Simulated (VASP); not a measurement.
# BN in VASP: notebook

BN is run at these levels: PBE+D3(BJ); tasks: relaxation of the atoms.

Program: VASP 6.6.1. These are calculated values, not measurements. Logs are shortened: lines on timing, memory, paths and dates and some standing lists are left out, and cuts for length are marked.

**1. The cell of the first run**

The cell holds a slab with vacuum, 2 atoms: a = 2.634 Å, b = 2.541 Å, c = 26.000 Å, α = 90.00°, β = 90.00°, γ = 121.22°.

**2. Relaxation of the atoms, PBE+D3(BJ) (strain along x +0.050)**

File INCAR:

```
PREC = Accurate
ENCUT = 520
EDIFF = 1E-6
ISMEAR = 0
SIGMA = 0.02
LREAL = False
LASPH = True
NELM = 80
ALGO = Normal
ISIF = 2
LWAVE = False
LCHARG = False
LDIPOL = True
IDIPOL = 3
DIPOL = 0.5 0.5 0.500
GGA = PE
IVDW = 12
IBRION = 2
NSW = 60
EDIFFG = -0.01
```

File KPOINTS:

```
Automatic mesh
0
Gamma
  12 12 1
```

File POSCAR:

```
BN
1.0
    2.6342001691      0.0000000000      0.0000000000
   -1.3171000845      2.1726516810      0.0000000000
    0.0000000000      0.0000000000     26.0000000000
B N
1 1
Direct
    0.0000000000      0.0000000000      0.5000000000
    0.6666666667      0.3333333333      0.5000000000
```

Potentials or basis: VASP PAW PBE potentials, release 64 (B, N).

Started as:

```
$ cat potpaw_PBE.64/B/POTCAR potpaw_PBE.64/N/POTCAR > POTCAR
$ mpirun -np 1 vasp_std > vasp.out
```

OUTCAR:

```text
PREC = Accurate
   ENCUT = 520
   EDIFF = 1E-6
   ISMEAR = 0
   LREAL = False
   LASPH = True
   NELM = 80
   ISIF = 2
   GGA = PE
   IVDW = 12
   IBRION = 2
   NSW = 60
   EDIFFG = -0.01
 IVDW          = 12

 ion  position               nearest neighbor table
   1  0.000  0.000  0.500-   2 1.45   2 1.50   2 1.50
   2  0.667  0.333  0.500-   1 1.45   1 1.50   1 1.50

  Warning from LATTYP: Monoclinic adjustment (A1->A3, A2->A1, A3->A2)!
  LATTYP: Found a base centered orthorhombic cell.
 ALAT       =     2.6342001691
 B/A-ratio  =     1.6495721977
 C/A-ratio  =     9.8701686778

  Lattice vectors:

 A1 = (   1.3171000845,  -2.1726516810,   0.0000000000)
 A2 = (   1.3171000846,   2.1726516810,   0.0000000000)
 A3 = (   0.0000000000,   0.0000000000,  26.0000000000)

Analysis of symmetry for initial positions (statically):
=====================================================================
 Subroutine PRICEL returns:
 Original cell was already a primitive cell.

 Routine SETGRP: Setting up the symmetry group for a
 base centered orthorhombic supercell.

 Subroutine GETGRP returns: Found  4 space group operations
 (whereof  4 operations were pure point group operations)
 out of a pool of  8 trial point group operations.

The static configuration has the point symmetry C_2v.

Analysis of symmetry for dynamics (positions and initial velocities):
=====================================================================
 Subroutine PRICEL returns:
 Original cell was already a primitive cell.

 Routine SETGRP: Setting up the symmetry group for a
 base centered orthorhombic supercell.

 Subroutine GETGRP returns: Found  4 space group operations
 (whereof  4 operations were pure point group operations)
 out of a pool of  8 trial point group operations.

The dynamic configuration has the point symmetry C_2v.

 Subroutine INISYM returns: Found  4 space group operations
 (whereof  4 operations are pure point group operations),
 and found     1 'primitive' translations

----------------------------------------------------------------------------------------

                                     Primitive cell

  volume of cell :     148.8032

  direct lattice vectors                    reciprocal lattice vectors
     2.634200169  0.000000000  0.000000000     0.379621872  0.230133530  0.000000000
    -1.317100085  2.172651681  0.000000000     0.000000000  0.460267059  0.000000000
     0.000000000  0.000000000 26.000000000     0.000000000  0.000000000  0.038461538

  length of vectors
     2.634200169  2.540702257 26.000000000     0.443930408  0.460267059  0.038461538

  position of ions in fractional coordinates (direct lattice)
     0.000000000  0.000000000  0.500000000
     0.666666667  0.333333333  0.500000000

  ion indices of the primitive-cell ions
   primitive index   ion index
                 1           1
                 2           2

----------------------------------------------------------------------------------------

 KPOINTS: Automatic mesh

Automatic generation of k-mesh.
 Grid dimensions read from file:
 generate k-points for:   12   12    1

 Generating k-lattice:

  Cartesian coordinates                     Fractional coordinates (reciprocal lattice)
     0.031635156  0.019177794  0.000000000     0.083333333  0.000000000  0.000000000
     0.000000000  0.038355588  0.000000000     0.000000000  0.083333333  0.000000000
     0.000000000  0.000000000  0.038461538     0.000000000  0.000000000  1.000000000

  Length of vectors
     0.036994201  0.038355588  0.038461538

  Shift w.r.t. Gamma in fractional coordinates (k-lattice)
     0.000000000  0.000000000  0.000000000

 Subroutine IBZKPT returns following result:
 ===========================================

 Found     43 irreducible k-points:

 Following reciprocal coordinates:
            Coordinates               Weight
  0.000000  0.000000  0.000000      1.000000
  0.083333  0.000000  0.000000      4.000000
  0.166667  0.000000  0.000000      4.000000
  0.250000  0.000000  0.000000      4.000000
  0.333333  0.000000  0.000000      4.000000
  0.416667  0.000000  0.000000      4.000000
[... 16 lines left out ...]
  0.333333  0.166667  0.000000      4.000000
  0.416667  0.166667  0.000000      4.000000
 [... further k-points ...]
   k-points           NKPTS =     43   k-points in BZ     NKDIM =     43   number of bands    NBANDS=      8
   number of dos      NEDOS =    301   number of ions     NIONS =      2
   total plane-waves  NPLWV =  78400
   dimension x,y,z NGX =    20 NGY =   20 NGZ =  196
   dimension x,y,z NGXF=    40 NGYF=   40 NGZF=  392
   ions per type =               1   1
   NGX,Y,Z   is equivalent  to a cutoff of  12.62, 13.09, 12.53 a.u.
   NGXF,Y,Z  is equivalent  to a cutoff of  25.24, 26.17, 25.06 a.u.
 SYSTEM =  unknown system
   PREC   = accura    normal or accurate (medium, high low for compatibility)
   ISTART =      0    job   : 0-new  1-cont  2-samecut
   ICHARG =      2    charge: 1-file 2-atom 10-const
   ISPIN  =      1    spin polarized calculation?
   LNONCOLLINEAR =      F non collinear calculations
   LSORBIT =      F    spin-orbit coupling
   LASPH  =      T    aspherical Exc in radial PAW
   ENCUT  =  520.0 eV  38.22 Ry    6.18 a.u.   4.90  4.72 48.34*2*pi/ulx,y,z
   NELM   =     80;   NELMIN=  2; NELMDL= -5     # of ELM steps
   EDIFF  = 0.1E-05   stopping-criterion for ELM
   LREAL  =      F    real-space projection
   EDIFFG = -.1E-01   stopping-criterion for IOM
   NSW    =     60    number of steps for IOM
   IBRION =      2    ionic relax: 0-MD 1-quasi-New 2-CG
   NFREE  =      1    steps in history (QN), initial steepest desc. (CG)
   ISIF   =      2    stress and relaxation
   ISYM   =      2    0-nonsym 1-usesym 2-fastsym
   POTIM  = 0.5000    time-step for ionic-motion
   TEBEG  =    0.0;   TEEND  =   0.0 temperature during run
   PSTRESS=    0.0 pullay stress
   NELECT =       8.0000    total number of electrons
   NUPDOWN=      -1.0000    fix difference up-down
   EMIN   =  10.00;   EMAX   =-10.00  energy-range for DOS
   EFERMI =   0.00;   METHOD = LEGACY
   ISMEAR =     0;   SIGMA  =   0.02  broadening in eV -4-tet -1-fermi 0-gaus
   EFERMI_NEDOS =   21; number of points for ismear=-14 and -15
   IALGO  =     38    algorithm
   IMIX   =      4    mixing-type and parameters
     AMIX     =   0.40;   BMIX     =  1.00
     AMIX_MAG =   1.60;   BMIX_MAG =  1.00
  volume/ion in A,a.u.               =      74.40       502.09
  Fermi-wavevector in a.u.,A,eV,Ry     =   0.617875  1.167615  5.194293  0.381770
  Thomas-Fermi vector in A             =   1.676117
   LORBIT       =      0    0 simple, 1 ext, 2 COOP (PROOUT), +10 PAW based schemes
   GGA     = PE    functional components
   LHFCALC =     F    Hartree Fock is set to
   AEXX    =    0.0000 exact exchange contribution
   IVDW    =    12    specifies the selected vdW correction
   LEPSILON=     F    determine dielectric tensor
   LRPA    =     F    only Hartree local field effects (RPA)
 conjugate gradient relaxation of ions
 non-spin polarized calculation
 Gauss-broadening in eV      SIGMA  =   0.02
  energy-cutoff  :      520.00
  volume of cell :      148.80
 maximum number of plane-waves:      4049
   NGX =  9   NGY =  9   NGZ = 97

--------------------------------------- Ionic step        1  -------------------------------------------

 number of electron       7.9999999 magnetization

 Free energy of the ion-electron system (eV)
  ---------------------------------------------------
  ext. energy  EPLUGINS =         0.00000000
  ---------------------------------------------------
  free energy    TOTEN  =       -17.49426810 eV

  energy without entropy =      -17.49426810  energy(sigma->0) =      -17.49426810

------------------------ aborting loop because EDIFF is reached ----------------------------------------

 Edisp (eV)   -0.14668

 E8    (eV) :    -0.0471

  FORCE on cell =-STRESS in cart. coord.  units (eV):
  Direction    XX          YY          ZZ          XY          YZ          ZX
  --------------------------------------------------------------------------------------
  -------------------------------------------------------------------------------------
  Total      -4.56867    -0.80962    -0.01748    -0.00000     0.00000     0.00000
  in kB     -49.19132    -8.71720    -0.18821    -0.00000     0.00000     0.00000
  external pressure =      -19.37 kB  Pullay stress =        0.00 kB
[... 21 lines left out ...]
  energy  without entropy=      -17.6409487718  energy(sigma->0) =      -17.64094877

--------------------------------------- Ionic step        2  -------------------------------------------

 number of electron       8.0000000 magnetization

 dipolmoment           0.000000      0.000000     -0.000000 electrons x Angstroem

------------------------ aborting loop because EDIFF is reached ----------------------------------------

 Edisp (eV)   -0.14666

 E8    (eV) :    -0.0471

  FORCE on cell =-STRESS in cart. coord.  units (eV):
  Direction    XX          YY          ZZ          XY          YZ          ZX
  --------------------------------------------------------------------------------------
  -------------------------------------------------------------------------------------
  Total      -4.34712    -1.24683    -0.01898    -0.00000     0.00000     0.00000
  in kB     -46.80586   -13.42473    -0.20440    -0.00000     0.00000     0.00000
  external pressure =      -20.14 kB  Pullay stress =        0.00 kB
[... 21 lines left out ...]
  energy  without entropy=      -17.6304572836  energy(sigma->0) =      -17.63045728

--------------------------------------- Ionic step        3  -------------------------------------------

 number of electron       7.9999999 magnetization

 dipolmoment           0.000000      0.000000      0.000000 electrons x Angstroem

 Free energy of the ion-electron system (eV)
  ---------------------------------------------------
  ext. energy  EPLUGINS =         0.00000000
  ---------------------------------------------------
  free energy    TOTEN  =       -17.49642873 eV

  energy without entropy =      -17.49642873  energy(sigma->0) =      -17.49642873

 E-fermi :  -4.7679     XC(G=0):  -1.6097

 val. band max:       -4.9037596515   @ k =   0.3333   0.3333   0.0000
 cond. band min:      -0.4064997940   @ k =   0.3333   0.3333   0.0000
 fundamental gap:      4.4972598575
 Fermi energy:        -4.7679478156

 k-point     1 :       0.0000    0.0000    0.0000
  band No.  band energies     occupation
      1     -22.1131      2.00000
      2      -9.7554      2.00000
      3      -6.5047      2.00000
      4      -6.1288      2.00000
      5      -0.1621      0.00000
      6       0.7633      0.00000
      7       1.0633      0.00000
      8       1.5364      0.00000
[... 243 lines left out ...]
 k-point    24 :       0.4167    0.1667    0.0000
  band No.  band energies     occupation
      1     -19.1162      2.00000
      2     -13.2047      2.00000
      3     -10.0312      2.00000
      4      -5.4872      2.00000
      5      -0.2782      0.00000
      6       6.2603      0.00000
      7       7.6226      0.00000
      8       7.8402      0.00000

 [... further k-points ...]

------------------------ aborting loop because EDIFF is reached ----------------------------------------

 vacuum level on the upper side and lower side of the slab       (xc-potential included)        -0.070        -0.070

 Edisp (eV)   -0.14667

 E8    (eV) :    -0.0471

  FORCE on cell =-STRESS in cart. coord.  units (eV):
  Direction    XX          YY          ZZ          XY          YZ          ZX
  --------------------------------------------------------------------------------------
  -------------------------------------------------------------------------------------
  Total      -4.51914    -0.95573    -0.01804    -0.00000     0.00000     0.00000
  in kB     -48.65802   -10.29046    -0.19424    -0.00000     0.00000     0.00000
  external pressure =      -19.71 kB  Pullay stress =        0.00 kB
[... 17 lines left out ...]
  FREE ENERGIE OF THE ION-ELECTRON SYSTEM (eV)
  ---------------------------------------------------
  free  energy   TOTEN  =       -17.6431018710 eV

  energy  without entropy=      -17.6431018710  energy(sigma->0) =      -17.64310187

 reached required accuracy - stopping structural energy minimisation

 vacuum level on the upper side and lower side of the slab         0.938         0.938
```

Run time: 4.2 min. Hardware: 1 thread of Intel Xeon 6975P-C, shared host; peak memory 0.27 GiB.

Results:

```yaml
Free_energy: -17.6431 eV
Energy_gained_by_relaxing: 1.1 meV/atom
Ionic_steps: 3
Band_gap_on_the_k_mesh: 4.50 eV, direct
Dispersion_energy_per_atom: -0.073 eV
```

The path:
```
step  energy change (eV)  largest force (eV/Å)  pressure (GPa)
   1              0.0000                0.3952           -1.94
   2              0.0105                0.9178           -2.01
   3             -0.0022                0.0005           -1.97
```

Final structure:
```xyz
2
Lattice="2.6342 0.0000 0.0000 -1.3171 2.1727 0.0000 0.0000 0.0000 26.0000" Properties=species:S:1:pos:R:3 pbc="T T T"
B     0.0000    0.0055   13.0000
N     1.3171    0.7187   13.0000
```

Levels at points of the mesh, in eV from the valence-band top:
| k point | band 2 | band 3 | band 4 | band 5 | band 6 | band 7 |
| --- | --- | --- | --- | --- | --- | --- |
| (0.00, 0.00, 0.00) | -4.85 | -1.60 | -1.22 | 4.74 | 5.67 | 5.97 |
| (0.50, 0.00, 0.00) | -8.64 | -3.74 | -0.94 | 4.57 | 9.41 | 11.99 |
| (0.00, 0.50, 0.00) | -8.44 | -4.49 | -0.59 | 4.79 | 8.10 | 12.50 |

Caveat: the cell differs from its parent crystal (strain along x +0.050).

**3. Relaxation of the atoms, PBE+D3(BJ) (strain along y +0.050)**

File INCAR:

```
SYSTEM = BN
PREC     = Accurate       ! precision mode
ENCUT    = 520            ! plane-wave cutoff, eV
EDIFF    = 1E-6           ! SCF threshold, eV
ISMEAR   = 0              ! smearing method
SIGMA    = 0.02           ! smearing width, eV
LREAL    = .False.        ! projectors in reciprocal space
LASPH    = .True.         ! aspherical terms in the spheres
NELM     = 100            ! most SCF steps
ALGO     = Normal         ! electronic algorithm
ISIF     = 2              ! what is computed and relaxed
LWAVE    = .False.        ! write WAVECAR
LCHARG   = .False.        ! write CHGCAR
LDIPOL   = .True.       
IDIPOL   = 3            
DIPOL    = 0.5 0.5 0.500
GGA      = PE             ! functional
IVDW     = 12             ! dispersion correction
IBRION   = 2              ! ionic algorithm
NSW      = 60             ! ionic steps
EDIFFG   = -0.01          ! ionic threshold
```

File KPOINTS:

```
Automatic mesh
0
Gamma
  12 12 1
  0 0 0
```

File POSCAR:

```
BN
1.0
    2.5087620658      0.0000000000      0.0000000000
   -1.2543810329      2.2812842651      0.0000000000
    0.0000000000      0.0000000000     26.0000000000
B N
1 1
Direct
    0.0000000000      0.0000000000      0.5000000000
    0.6666666667      0.3333333333      0.5000000000
```

Potentials or basis: VASP PAW PBE potentials, release 64 (B, N).

Started as:

```
$ cat potpaw_PBE.64/B/POTCAR potpaw_PBE.64/N/POTCAR > POTCAR
$ mpirun -np 1 vasp_std > vasp.out
```

OUTCAR:

```text
SYSTEM = BN
   PREC = Accurate
   ENCUT = 520
   EDIFF = 1E-6
   ISMEAR = 0
   LREAL = .False.
   LASPH = .True.
   NELM = 100
   ISIF = 2
   GGA = PE
   IVDW = 12
   IBRION = 2
   NSW = 60
   EDIFFG = -0.01
 IVDW          = 12

 ion  position               nearest neighbor table
   1  0.000  0.000  0.500-   2 1.47   2 1.47   2 1.52
   2  0.667  0.333  0.500-   1 1.47   1 1.47   1 1.52

  LATTYP: Found a base centered orthorhombic cell.
 ALAT       =     2.5087620658
 B/A-ratio  =     1.8186533480
 C/A-ratio  =    10.3636771117

  Lattice vectors:

 A1 = (   1.2543810329,  -2.2812842651,   0.0000000000)
 A2 = (   1.2543810329,   2.2812842651,   0.0000000000)
[... 276 lines left out ...]
 Fermi energy:        -4.8167743670

 k-point     1 :       0.0000    0.0000    0.0000
  band No.  band energies     occupation
      1     -22.1136      2.00000
      2      -9.7556      2.00000
      3      -6.5378      2.00000
      4      -6.0936      2.00000
      5      -0.1621      0.00000
      6       0.7685      0.00000
      7       1.0634      0.00000
      8       1.5356      0.00000
[... 243 lines left out ...]
 k-point    24 :       0.4167    0.1667    0.0000
  band No.  band energies     occupation
      1     -18.9542      2.00000
      2     -13.0964      2.00000
      3     -10.3831      2.00000
      4      -5.2966      2.00000
      5      -0.2058      0.00000
      6       5.5407      0.00000
      7       7.8521      0.00000
      8       7.8853      0.00000

 [... further k-points ...]

------------------------ aborting loop because EDIFF is reached ----------------------------------------

 vacuum level on the upper side and lower side of the slab       (xc-potential included)        -0.063        -0.063

 Edisp (eV)   -0.14667

 E8    (eV) :    -0.0471

  FORCE on cell =-STRESS in cart. coord.  units (eV):
  Direction    XX          YY          ZZ          XY          YZ          ZX
  --------------------------------------------------------------------------------------
  -------------------------------------------------------------------------------------
  Total      -0.88028    -4.58181    -0.01757     0.00000     0.00000     0.00000
  in kB      -9.47803   -49.33278    -0.18919     0.00000     0.00000     0.00000
  external pressure =      -19.67 kB  Pullay stress =        0.00 kB
[... 17 lines left out ...]
  FREE ENERGIE OF THE ION-ELECTRON SYSTEM (eV)
  ---------------------------------------------------
  free  energy   TOTEN  =       -17.6419544069 eV

  energy  without entropy=      -17.6419544069  energy(sigma->0) =      -17.64195441

 reached required accuracy - stopping structural energy minimisation

 vacuum level on the upper side and lower side of the slab         0.942         0.942
```

CONTCAR:

```text
BN
   1.00000000000000
     2.5087620658000001    0.0000000000000000    0.0000000000000000
    -1.2543810329000000    2.2812842651000000    0.0000000000000000
     0.0000000000000000    0.0000000000000000   26.0000000000000000
  B               N
     1     1
Direct
     0.9990465200881512    0.9980930401763025    0.5000000000000000
     0.6676201466118518    0.3352402931236945    0.5000000000000000

  0.00000000E+00  0.00000000E+00  0.00000000E+00
  0.00000000E+00  0.00000000E+00  0.00000000E+00
```

Run time: 4.4 min. Hardware: 1 thread of Intel Xeon 6975P-C, shared host; peak memory 0.27 GiB.

Results:

```yaml
Free_energy: -17.6420 eV
Energy_gained_by_relaxing: 0.6 meV/atom
Ionic_steps: 3
Band_gap_on_the_k_mesh: 4.49 eV, indirect (the least direct gap lies 3.3 meV higher)
Dispersion_energy_per_atom: -0.073 eV
```

Step by step:
```
step  energy change (eV)  largest force (eV/Å)  pressure (GPa)
   1              0.0000                0.2677           -1.94
   2              0.0035                0.5454           -2.00
   3             -0.0012                0.0001           -1.97
```

Final structure:
```yaml
crystal:
  lattice:
    - [2.50876, 0.00000, 0.00000]
    - [-1.25438, 2.28128, 0.00000]
    - [0.00000, 0.00000, 26.00000]
  atoms:
    - { symbol: B, position: [0.99905, 0.99809, 0.50000] }
    - { symbol: N, position: [0.66762, 0.33524, 0.50000] }
```

Caveat: the cell differs from its parent crystal (strain along y +0.050).

(Part 1 of 3 ends here.)
